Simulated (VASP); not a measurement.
# Ca (Fm-3m) in VASP: further runs

Runs on Ca. Level: PBE. Tasks: single point.

Program: VASP 6.6.1. These are calculated values, not measurements. Logs are shortened: lines on timing, memory, paths and dates and some standing lists are left out, and cuts for length are marked.

## 1. The cell of the first run

It takes space group Fm-3m (No. 225, cubic). Conventional cell: a = 5.525 Å, b = 5.525 Å, c = 5.525 Å, α = 90.00°, β = 90.00°, γ = 90.00°. Ca (site symmetry m-3m) has 12 Ca at 3.91 Å within 5.1 Å.

## 2. Single point, PBE (42.17 Å³/atom)

Contents of INCAR:

```
SYSTEM = Ca
PREC     = Accurate       ! precision mode
ENCUT    = 520            ! plane-wave cutoff, eV
EDIFF    = 1E-6           ! SCF threshold, eV
ISMEAR   = -1             ! smearing method
SIGMA    = 0.1            ! smearing width, eV
LREAL    = .FALSE.        ! projectors in reciprocal space
LASPH    = .TRUE.         ! aspherical terms in the spheres
NELM     = 100            ! most SCF steps
ALGO     = Normal         ! electronic algorithm
ISIF     = 2              ! what is computed and relaxed
LWAVE    = .FALSE.        ! write WAVECAR
LCHARG   = .TRUE.         ! write CHGCAR
GGA      = PE             ! functional
LELF     = .TRUE.         ! ELF
LVHAR    = .TRUE.       
NBANDS   = 11             ! bands
```

Contents of KPOINTS:

```
regular mesh
0
G
  16 16 16
  0 0 0
```

Contents of POSCAR:

```
Ca
1.0
    0.0000000000      2.7627089163      2.7627089163
    2.7627089163      0.0000000000      2.7627089163
    2.7627089163      2.7627089163      0.0000000000
Ca
1
Direct
    0.0000000000      0.0000000000      0.0000000000
```

Potentials or basis: VASP PAW PBE potentials, release 64 (Ca_sv).

Command:

```
> cat potpaw_PBE.64/Ca_sv/POTCAR > POTCAR
> mpirun -np 1 vasp_std > vasp.out
```

OUTCAR:

```text
SYSTEM = Ca
   PREC = Accurate
   ENCUT = 520
   EDIFF = 1E-6
   ISMEAR = -1
   LREAL = .FALSE.
   LASPH = .TRUE.
   NELM = 100
   ISIF = 2
   GGA = PE

 ion  position               nearest neighbor table
   1  0.000  0.000  0.000-

  LATTYP: Found a face centered cubic cell.
 ALAT       =     5.5254178326

  Lattice vectors:

 A1 = (   0.0000000000,   2.7627089163,   2.7627089163)
 A2 = (   2.7627089163,   0.0000000000,   2.7627089163)
 A3 = (   2.7627089163,   2.7627089163,   0.0000000000)

Analysis of symmetry for initial positions (statically):
=====================================================================
 Subroutine PRICEL returns:
 Original cell was already a primitive cell.

 Routine SETGRP: Setting up the symmetry group for a
 face centered cubic supercell.

 Subroutine GETGRP returns: Found 48 space group operations
 (whereof 48 operations were pure point group operations)
 out of a pool of 48 trial point group operations.

The static configuration has the point symmetry O_h .

Analysis of symmetry for dynamics (positions and initial velocities):
=====================================================================
 Subroutine PRICEL returns:
 Original cell was already a primitive cell.

 Routine SETGRP: Setting up the symmetry group for a
 face centered cubic supercell.

 Subroutine GETGRP returns: Found 48 space group operations
 (whereof 48 operations were pure point group operations)
 out of a pool of 48 trial point group operations.

The dynamic configuration has the point symmetry O_h .

 Subroutine INISYM returns: Found 48 space group operations
 (whereof 48 operations are pure point group operations),
 and found     1 'primitive' translations

----------------------------------------------------------------------------------------

                                     Primitive cell

  volume of cell :      42.1731

  direct lattice vectors                    reciprocal lattice vectors
     0.000000000  2.762708916  2.762708916    -0.180981788  0.180981788  0.180981788
     2.762708916  0.000000000  2.762708916     0.180981788 -0.180981788  0.180981788
     2.762708916  2.762708916  0.000000000     0.180981788  0.180981788 -0.180981788

  length of vectors
     3.907060418  3.907060418  3.907060418     0.313469652  0.313469652  0.313469652

  position of ions in fractional coordinates (direct lattice)
     0.000000000  0.000000000  0.000000000

  ion indices of the primitive-cell ions
   primitive index   ion index
                 1           1

----------------------------------------------------------------------------------------

 KPOINTS: regular mesh

Automatic generation of k-mesh.
 Grid dimensions read from file:
 generate k-points for:   16   16   16

 Generating k-lattice:

  Cartesian coordinates                     Fractional coordinates (reciprocal lattice)
    -0.011311362  0.011311362  0.011311362     0.062500000  0.000000000  0.000000000
     0.011311362 -0.011311362  0.011311362     0.000000000  0.062500000  0.000000000
     0.011311362  0.011311362 -0.011311362     0.000000000  0.000000000  0.062500000

  Length of vectors
     0.019591853  0.019591853  0.019591853

  Shift w.r.t. Gamma in fractional coordinates (k-lattice)
     0.000000000  0.000000000  0.000000000

 Subroutine IBZKPT returns following result:
 ===========================================

 Found    145 irreducible k-points:

 Following reciprocal coordinates:
            Coordinates               Weight
  0.000000  0.000000  0.000000      1.000000
  0.062500  0.000000  0.000000      8.000000
  0.125000  0.000000  0.000000      8.000000
  0.187500  0.000000  0.000000      8.000000
  0.250000  0.000000  0.000000      8.000000
  0.312500  0.000000  0.000000      8.000000
[... 16 lines left out ...]
 -0.125000  0.062500  0.000000     24.000000
 -0.062500  0.062500  0.000000     12.000000
 [... further k-points ...]
   k-points           NKPTS =    145   k-points in BZ     NKDIM =    145   number of bands    NBANDS=     11
   number of dos      NEDOS =    301   number of ions     NIONS =      1
   total plane-waves  NPLWV =  27000
   dimension x,y,z NGX =    30 NGY =   30 NGZ =   30
   dimension x,y,z NGXF=    60 NGYF=   60 NGZF=   60
   ions per type =               1
   NGX,Y,Z   is equivalent  to a cutoff of  12.77, 12.77, 12.77 a.u.
   NGXF,Y,Z  is equivalent  to a cutoff of  25.53, 25.53, 25.53 a.u.
 SYSTEM =  Ca
   PREC   = accura    normal or accurate (medium, high low for compatibility)
   ISTART =      0    job   : 0-new  1-cont  2-samecut
   ICHARG =      2    charge: 1-file 2-atom 10-const
   ISPIN  =      1    spin polarized calculation?
   LNONCOLLINEAR =      F non collinear calculations
   LSORBIT =      F    spin-orbit coupling
   LASPH  =      T    aspherical Exc in radial PAW
   ENCUT  =  520.0 eV  38.22 Ry    6.18 a.u.   7.26  7.26  7.26*2*pi/ulx,y,z
   NELM   =    100;   NELMIN=  2; NELMDL= -5     # of ELM steps
   EDIFF  = 0.1E-05   stopping-criterion for ELM
   LREAL  =      F    real-space projection
   EDIFFG = 0.1E-04   stopping-criterion for IOM
   NSW    =      0    number of steps for IOM
   IBRION =     -1    ionic relax: 0-MD 1-quasi-New 2-CG
   NFREE  =      0    steps in history (QN), initial steepest desc. (CG)
   ISIF   =      2    stress and relaxation
   ISYM   =      2    0-nonsym 1-usesym 2-fastsym
   POTIM  = 0.5000    time-step for ionic-motion
   TEBEG  =    0.0;   TEEND  =   0.0 temperature during run
   PSTRESS=    0.0 pullay stress
   NELECT =      10.0000    total number of electrons
   NUPDOWN=      -1.0000    fix difference up-down
   EMIN   =  10.00;   EMAX   =-10.00  energy-range for DOS
   EFERMI =   0.00;   METHOD = LEGACY
   ISMEAR =    -1;   SIGMA  =   0.10  broadening in eV -4-tet -1-fermi 0-gaus
   EFERMI_NEDOS =   21; number of points for ismear=-14 and -15
   IALGO  =     38    algorithm
   IMIX   =      4    mixing-type and parameters
     AMIX     =   0.40;   BMIX     =  1.00
     AMIX_MAG =   1.60;   BMIX_MAG =  1.00
  volume/ion in A,a.u.               =      42.17       284.60
  Fermi-wavevector in a.u.,A,eV,Ry     =   1.013281  1.914823 13.969611  1.026737
  Thomas-Fermi vector in A             =   2.146440
   LORBIT       =      0    0 simple, 1 ext, 2 COOP (PROOUT), +10 PAW based schemes
   GGA     = PE    functional components
   LHFCALC =     F    Hartree Fock is set to
   AEXX    =    0.0000 exact exchange contribution
   IVDW    =     0    specifies the selected vdW correction
   LEPSILON=     F    determine dielectric tensor
   LRPA    =     F    only Hartree local field effects (RPA)
 non-spin polarized calculation
  energy-cutoff  :      520.00
  volume of cell :       42.17
 maximum number of plane-waves:      1158
 NGX is ok and might be reduce to    30
   NGX = 15   NGY = 15   NGZ = 15

 number of electron      10.0000001 magnetization

 Free energy of the ion-electron system (eV)
  ---------------------------------------------------
  ext. energy  EPLUGINS =         0.00000000
  ---------------------------------------------------
  free energy    TOTEN  =        -1.95079509 eV

  energy without entropy =       -1.91031756  energy(sigma->0) =       -1.93055633

 E-fermi :   1.9635     XC(G=0):  -7.7369

 val. band max:        1.9570892141   @ k =  -0.3750   0.3750   0.0625
 cond. band min:       1.9679795286   @ k =  -0.3125   0.3750   0.1250
 fundamental gap:      0.0108903145
 Fermi energy:         1.9634740037

 k-point     1 :       0.0000    0.0000    0.0000
  band No.  band energies     occupation
      1     -40.0455      2.00000
      2     -20.9629      2.00000
      3     -20.9629      2.00000
      4     -20.9629      2.00000
      5      -2.0640      2.00000
      6       4.3047      0.00000
      7       4.3047      0.00000
      8       4.3047      0.00000
      9       5.3767      0.00000
     10       5.3767      0.00000
     11      11.0832      0.00000

 k-point     2 :       0.0625    0.0000    0.0000
  band No.  band energies     occupation
      1     -40.0449      2.00000
      2     -20.9682      2.00000
      3     -20.9636      2.00000
      4     -20.9636      2.00000
      5      -1.9969      2.00000
      6       4.2313      0.00000
      7       4.3308      0.00000
      8       4.3308      0.00000
      9       5.3534      0.00000
     10       5.3534      0.00000
     11      11.1683      0.00000

 k-point     3 :       0.1250    0.0000    0.0000
  band No.  band energies     occupation
      1     -40.0435      2.00000
      2     -20.9835      2.00000
      3     -20.9657      2.00000
      4     -20.9657      2.00000
      5      -1.7984      2.00000
      6       4.0287      0.00000
      7       4.3954      0.00000
      8       4.3954      0.00000
      9       5.3044      0.00000
     10       5.3044      0.00000
     11      11.2116      0.00000

 k-point     4 :       0.1875    0.0000    0.0000
  band No.  band energies     occupation
      1     -40.0412      2.00000
      2     -21.0062      2.00000
      3     -20.9688      2.00000
      4     -20.9688      2.00000
      5      -1.4760      2.00000
      6       3.7347      0.00000
      7       4.4512      0.00000
      8       4.4512      0.00000
      9       5.2917      0.00000
     10       5.2917      0.00000
     11      10.3362      0.00000

 k-point     5 :       0.2500    0.0000    0.0000
  band No.  band energies     occupation
      1     -40.0386      2.00000
      2     -21.0327      2.00000
      3     -20.9725      2.00000
      4     -20.9725      2.00000
      5      -1.0435      2.00000
      6       3.3834      0.00000
      7       4.4391      0.00000
      8       4.4391      0.00000
      9       5.3869      0.00000
     10       5.3869      0.00000
     11       9.3600      0.00000
[... 211 lines left out ...]
 k-point    21 :      -0.2500    0.0625    0.0000
  band No.  band energies     occupation
      1     -40.0374      2.00000
      2     -21.0419      2.00000
      3     -20.9792      2.00000
      4     -20.9723      2.00000
      5      -0.8238      2.00000
      6       3.2513      0.00001
      7       4.3388      0.00000
      8       4.4769      0.00000
      9       5.2697      0.00000
     10       5.6213      0.00000
     11       9.0800      0.00000

 k-point    22 :      -0.1875    0.0625    0.0000
  band No.  band energies     occupation
      1     -40.0400      2.00000
      2     -21.0159      2.00000
      3     -20.9751      2.00000
      4     -20.9686      2.00000
      5      -1.2870      2.00000
      6       3.6014      0.00000
      7       4.3994      0.00000
      8       4.5213      0.00000
      9       5.1357      0.00000
     10       5.4630      0.00000
     11      10.0336      0.00000

 k-point    23 :      -0.1250    0.0625    0.0000
  band No.  band energies     occupation
      1     -40.0424      2.00000
      2     -20.9926      2.00000
      3     -20.9708      2.00000
      4     -20.9657      2.00000
      5      -1.6463      2.00000
      6       3.8994      0.00000
      7       4.3998      0.00000
      8       4.4636      0.00000
      9       5.1615      0.00000
     10       5.3918      0.00000
     11      11.0169      0.00000

 k-point    24 :      -0.0625    0.0625    0.0000
  band No.  band energies     occupation
      1     -40.0441      2.00000
      2     -20.9758      2.00000
      3     -20.9668      2.00000
      4     -20.9639      2.00000
      5      -1.8861      2.00000
      6       4.1204      0.00000
      7       4.3608      0.00000
      8       4.3778      0.00000
      9       5.2626      0.00000
     10       5.3765      0.00000
     11      11.2827      0.00000

 [... further k-points ...]

------------------------ aborting loop because EDIFF is reached ----------------------------------------

  FORCE on cell =-STRESS in cart. coord.  units (eV):
  Direction    XX          YY          ZZ          XY          YZ          ZX
  --------------------------------------------------------------------------------------
  -------------------------------------------------------------------------------------
  Total        0.0042186      0.0042186      0.0042186      0.0000000      0.0000000      0.0000000
  in kB        0.1602662      0.1602662      0.1602662      0.0000000      0.0000000      0.0000000
  external PRESSURE =       0.1602662 kB  Pullay stress =       0.0000000 kB

 VOLUME and BASIS-vectors are now :
 -----------------------------------------------------------------------------
  energy-cutoff  :      520.00
  volume of cell :       42.17
      direct lattice vectors                 reciprocal lattice vectors
     0.000000000  2.762708916  2.762708916    -0.180981788  0.180981788  0.180981788
     2.762708916  0.000000000  2.762708916     0.180981788 -0.180981788  0.180981788
     2.762708916  2.762708916  0.000000000     0.180981788  0.180981788 -0.180981788

 POSITION                                       TOTAL-FORCE (eV/Angst)
 -----------------------------------------------------------------------------------
      0.00000      0.00000      0.00000         0.000000      0.000000      0.000000
 -----------------------------------------------------------------------------------
    total drift:                               -0.000000     -0.000000     -0.000000

  FREE ENERGIE OF THE ION-ELECTRON SYSTEM (eV)
  ---------------------------------------------------
  free  energy   TOTEN  =        -1.9507950921 eV

  energy  without entropy=       -1.9103175617  energy(sigma->0) =       -1.93055633
```

Run time: 31 s. Hardware: 1 thread of AMD EPYC 9R45 (Zen 5), shared host; peak memory 0.18 GiB.

What came out:

```yaml
Free_energy: -1.9508 eV
Pressure: 0.0 GPa
Band_gap_on_the_k_mesh: zero (bands 5 and 6 overlap by 0.36 eV)
```

## 3. Single point, PBE (43.86 Å³/atom)

This run uses another cell than the first one, of 43.86 Å³/atom.

Contents of INCAR:

```
ALGO     = Normal         # electronic algorithm
EDIFF    = 1E-6           # SCF threshold, eV
ENCUT    = 520            # plane-wave cutoff, eV
GGA      = PE             # functional
ISIF     = 2              # what is computed and relaxed
ISMEAR   = -1             # smearing method
LASPH    = True           # aspherical terms in the spheres
LCHARG   = False          # write CHGCAR
LREAL    = False          # projectors in reciprocal space
LWAVE    = False          # write WAVECAR
NBANDS   = 11             # bands
NELM     = 60             # most SCF steps
PREC     = Accurate       # precision mode
SIGMA    = 0.1            # smearing width, eV
```

Contents of KPOINTS:

```
k-points
0
Gamma
  16 16 16
```

Contents of POSCAR:

```
Ca
1.0
    0.0000000000      2.7990645185      2.7990645185
    2.7990645185      0.0000000000      2.7990645185
    2.7990645185      2.7990645185      0.0000000000
Ca
1
Direct
    0.0000000000      0.0000000000      0.0000000000
```

Potentials or basis: VASP PAW PBE potentials, release 64 (Ca_sv).

Command:

```
> cat potpaw_PBE.64/Ca_sv/POTCAR > POTCAR
> mpirun -np 1 vasp_std > vasp.out
```

It took 28 s on 1 thread of AMD EPYC 9R45 (Zen 5), shared host; peak memory 0.18 GiB.

It converged, with:

```yaml
Free_energy: -1.9479 eV
Pressure: -0.6 GPa
Band_gap_on_the_k_mesh: zero (bands 5 and 6 overlap by 0.41 eV)
```

Levels at points of the mesh, in eV from the Fermi level:
```csv
k point,band 3,band 4,band 5,band 6,band 7,band 8
"(0.00, 0.00, 0.00)",-23.02,-23.02,-3.96,2.29,2.29,2.29
"(0.50, 0.00, 0.00)",-23.04,-23.04,-0.97,-0.19,2.18,2.18
"(0.50, 0.50, 0.00)",-23.07,-23.07,-0.42,0.60,0.90,3.96
```

## 4. Single point, PBE (45.55 Å³/atom)

This run uses another cell than the first one, of 45.55 Å³/atom.

Contents of INCAR:

```
ALGO     = Normal         # electronic algorithm
EDIFF    = 1E-7           # SCF threshold, eV
ENCUT    = 520            # plane-wave cutoff, eV
GGA      = PE             # functional
ISIF     = 2              # what is computed and relaxed
ISMEAR   = -1             # smearing method
LASPH    = True           # aspherical terms in the spheres
LCHARG   = True           # write CHGCAR
LELF     = True           # ELF
LREAL    = False          # projectors in reciprocal space
LVHAR    = True         
LWAVE    = False          # write WAVECAR
NBANDS   = 11             # bands
NELM     = 80             # most SCF steps
PREC     = Accurate       # precision mode
SIGMA    = 0.1            # smearing width, eV
```

KPOINTS is that of step 3.

Contents of POSCAR:

```
Ca
1.0
    0.0000000000      2.8344994767      2.8344994767
    2.8344994767      0.0000000000      2.8344994767
    2.8344994767      2.8344994767      0.0000000000
Ca
1
Direct
    0.0000000000      0.0000000000      0.0000000000
```

Command:

```
> cat potpaw_PBE.64/Ca_sv/POTCAR > POTCAR
> mpirun -np 1 vasp_std > vasp.out
```

Run time: 37 s. Hardware: 1 thread of AMD EPYC 9R45 (Zen 5), shared host; peak memory 0.18 GiB.

Results (log left out):

```
Free energy            : -1.9388 eV
Pressure               : -1.2 GPa
Band gap on the k mesh : zero (bands 5 and 6 overlap by 0.45 eV)
```

Levels at points of the mesh, in eV from the Fermi level:
```
           k point  band 3  band 4  band 5  band 6  band 7  band 8
(0.00, 0.00, 0.00)  -23.11  -23.11   -3.89    2.24    2.24    2.24
(0.50, 0.00, 0.00)  -23.13  -23.13   -0.96   -0.21    2.13    2.13
(0.50, 0.50, 0.00)  -23.15  -23.15   -0.38    0.61    0.84    3.83
```

## 5. The runs side by side

| cell | gap on the mesh (eV) | pressure (GPa) |
| --- | --- | --- |
| a = 3.907 Å, angles 60.0°, 1 atom | none | 0.0 |
| a = 3.958 Å, angles 60.0°, 1 atom | none | -0.6 |
| a = 4.009 Å, angles 60.0°, 1 atom | none | -1.2 |

Alike in all rows: task single point; level PBE; potentials or basis VASP PAW PBE potentials, release 64 (Ca_sv); no spin polarisation; k mesh 16 × 16 × 16; cutoff (eV) 520; smearing fermi-dirac 0.1 eV.

Total energies depend on the potentials used, so only differences within one code and one set of settings carry meaning.
